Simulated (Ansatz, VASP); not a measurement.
# Ni in VASP and in Ansatz

```xyz
1
Lattice="-1.3744 1.3744 1.3744 1.3744 -1.3744 1.3744 1.3744 1.3744 -1.3744" Properties=species:S:1:pos:R:3 pbc="T T T"
Ni    0.0000    0.0000    0.0000
```

Change from the starting cell: volume scaled by 0.98.

Alike in both runs: task single point; functional LDA; k mesh 13 × 13 × 13; occupations fermi-dirac, width 0.05 eV; collinear spin.

|  | VASP | Ansatz |
| --- | --- | --- |
| version | VASP 6.6.1 | Ansatz 0.2.0 |
| potentials or method | VASP PAW LDA potentials, release 64 (Ni), cutoff 520 eV | all-electron LAPW, scalar-relativistic |

|  | VASP | Ansatz | Ansatz less VASP |
| --- | --- | --- | --- |
| gap on the k mesh at the Fermi level (eV) | none | none | - |
| pressure (GPa) | -7.4 | -6.4 | +1.09 |
| net moment per atom (μB) | 0.26 | 0.51 | +0.252 |
| size of the moment on the site where the two differ most (μB) | 0.26 | 0.52 | +0.265 |

The net moments are unlike, so the other rows may belong to different states. LDA's correlation is that of Perdew and Zunger in VASP and of Perdew and Wang (1992) in Ansatz. Site moments also hang on the region over which each program counts them. A gap of «none» marks a metal or a gap that the smearing closes. Ansatz ran all-electron here, and VASP with PAW potentials.
